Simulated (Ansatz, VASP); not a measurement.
# Au in VASP and in Ansatz

INCAR

```
SYSTEM = Au
PREC = Accurate ; ENCUT = 520
EDIFF = 1E-6 ; ISMEAR = 0
SIGMA = 0.15 ; LREAL = .False.
LASPH = .True. ; NELM = 100
ALGO = Fast ; ISIF = 2
LWAVE = .False. ; LCHARG = .False.
GGA = PS ; NBANDS = 12
```

Contents of KPOINTS:

```
Automatic mesh
0
Gamma
  20 20 20
  0 0 0
```

Contents of POSCAR:

```
Au
1.0
   -1.6572690000      1.6572690000      1.6158372750
    1.6572690000     -1.6572690000      1.6158372750
    1.6572690000      1.6572690000     -1.6158372750
Au
1
Direct
    0.0000000000      0.0000000000      0.0000000000
```

Input for Ansatz:

```yaml
crystal:
  lattice:
    - [-1.657269, 1.657269, 1.615837275]
    - [1.657269, -1.657269, 1.615837275]
    - [1.657269, 1.657269, -1.615837275]
  atoms:
    - { symbol: Au, position: [0.0, 0.0, 0.0] }
basis:
  ecutwfc: 420
kpoints:
  mp_grid: { grid: [20, 20, 20] }
hamiltonian:
  xc: pbesol
scf:
  occupations: { method: gaussian, width: 0.15 }
output:
  forces: true
  stress: true
  eigenvalues: true
```

Change from the starting cell: strain +0.000 along x and y, -0.025 along z, atoms carried along.

Alike in both runs: task single point; functional PBEsol; k mesh 20 × 20 × 20; occupations gaussian, width 0.15 eV; no spin polarisation.

|  | VASP | Ansatz |
| --- | --- | --- |
| version | VASP 6.6.1 | Ansatz 0.2.0 |
| potentials or method | VASP PAW PBE potentials, release 64 (Au), cutoff 520 eV | scalar-relativistic, plane waves, PAW |
| valence electrons in the cell | 11 | 19 |

|  | VASP | Ansatz | Ansatz less VASP |
| --- | --- | --- | --- |
| gap on the k mesh at the Fermi level (eV) | none | none | - |
| pressure (GPa) | -6.4 | -6.3 | +0.18 |
| traceless stress, the component that is largest in VASP (GPa) | -0.06 | -0.06 | +0.001 |

VASP's potentials were made for PBE, not for PBEsol. A gap of «none» marks a metal or a gap that the smearing closes. With one functional, cell and mesh, what is left measures potentials, basis and numerics. VASP's potentials hold 11 valence electrons a cell and Ansatz's 19, so a difference there can come from the potentials and not from the codes.

Spin-orbit coupling is off throughout.
